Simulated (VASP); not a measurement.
Wanted: the native input for a VASP 6.6.1 run.

* Task: relaxation of cell and atoms
* Functional: PBE
* Potentials or basis: VASP PAW PBE potentials, release 64 (Sc_sv, Ga_d, N)
* Cutoff: 600 eV
* k mesh: 12 × 12 × 14
* Occupations: gaussian, width 0.1 eV
* Spin: no spin polarisation
* Dipole correction: no
* Further INCAR settings: ALGO = Normal; EDIFF = 1e-06; IBRION = 2; EDIFFG = -0.01; NSW = 100; ISIF = 3

The structure of ScGaN lies in POSCAR:

```
ScGaN
1.0
    3.6875679701      0.0000000000      0.0000000000
   -1.8437839851      3.1935275403      0.0000000000
    0.0000000000      0.0000000000      3.5975001524
Sc Ga N
1 1 1
Direct
    0.0000000000      0.0000000000      0.0000000000
    0.6666666667      0.3333333333      0.5000000000
    0.3333333333      0.6666666667      0.5000000000
```

The cell was generated, and may not be a known phase.

These files were run (other wordings do the same):

INCAR

```
SYSTEM = ScGaN
PREC = Accurate
ENCUT = 600
EDIFF = 1E-6
ISMEAR = 0
SIGMA = 0.1
LREAL = .FALSE.
LASPH = .TRUE.
NELM = 80
ALGO = Normal
ISIF = 3
LWAVE = .FALSE.
LCHARG = .FALSE.
GGA = PE
IBRION = 2
NSW = 100
EDIFFG = -0.01
```

KPOINTS

```
regular mesh
0
G
  12 12 14
  0 0 0
```

Potentials or basis: VASP PAW PBE potentials, release 64 (Sc_sv, Ga_d, N).

The run is started by

```bash
$ cat potpaw_PBE.64/Sc_sv/POTCAR potpaw_PBE.64/Ga_d/POTCAR potpaw_PBE.64/N/POTCAR > POTCAR
$ mpirun -np 1 vasp_std > vasp.out
```

It gave:

The relaxed volume is 14.19 Å³/atom, the relaxed cell is a = 3.704 Å, b = 3.704 Å, c = 3.582 Å, α = 90.00°, β = 90.00°, γ = 120.00° and the space group after relaxing (to 0.1 Å) is P-6m2 (No. 187). The energy gained by relaxing is 0.3 meV/atom. The ionic steps are 6 and the pressure after relaxing is -0.1 GPa. The band gap on the k mesh is zero (an odd number of electrons rules out a gap without spin polarisation).

Run time: 3.4 min on 1 thread of AMD EPYC 9R45 96-Core Processor (Zen 5), on a shared host, peak memory 0.28 GiB.
